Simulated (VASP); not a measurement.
Wanted: the native input for a VASP 6.6.1 run.

```
Task                   : electric field gradients
Functional             : PBE
Potentials or basis    : VASP PAW PBE potentials, release 64 (Na_pv)
Cutoff                 : 520 eV
k mesh                 : 13 × 13 × 7
Occupations            : fermi-dirac, width 0.05 eV
Spin                   : no spin polarisation
Dipole correction      : no
Further INCAR settings : ALGO = Normal; EDIFF = 1e-08; NBANDS = 14
```

The structure of Na lies in POSCAR:

```
Na
1.0
    3.6539909677      0.0000000000      0.0000000000
   -1.8269954838      3.1644490032      0.0000000000
    0.0000000000      0.0000000000      6.1540000000
Na
2
Direct
    0.3333333333      0.6666666667      0.2500000000
    0.6666666667      0.3333333333      0.7500000000
```

This cell differs from its parent crystal: equal xx and yy strain of -3 %.

One way to write it, as run:

INCAR

```
PREC = Accurate
ENCUT = 520
EDIFF = 1E-8
ISMEAR = -1
SIGMA = 0.05
LREAL = F
LASPH = T
NELM = 60
ALGO = Normal
ISIF = 2
LWAVE = F
LCHARG = F
GGA = PE
LEFG = T
NBANDS = 14
```

KPOINTS

```
regular mesh
0
Gamma
  13 13 7
```

Potentials or basis: VASP PAW PBE potentials, release 64 (Na_pv).

The run is started by

```console
$ cat potpaw_PBE.64/Na_pv/POTCAR > POTCAR
$ mpirun -np 1 vasp_std > vasp.out
```

Results of the run:

- Pressure: 0.3 GPa
- Band gap on the k mesh: zero (band 7 reaches 1.97 eV, above the bottom of band 8 at -1.59 eV)

Caveat: the cell differs from its parent crystal (equal xx and yy strain of -3 %); without QUAD_EFG the Cq values of the log hold for a quadrupole moment of 1 mb, not for the nuclei.

It took 32 s on 1 thread of Intel(R) Xeon(R) 6975P-C (Granite Rapids), with other jobs on the host, peak memory 0.2 GiB.
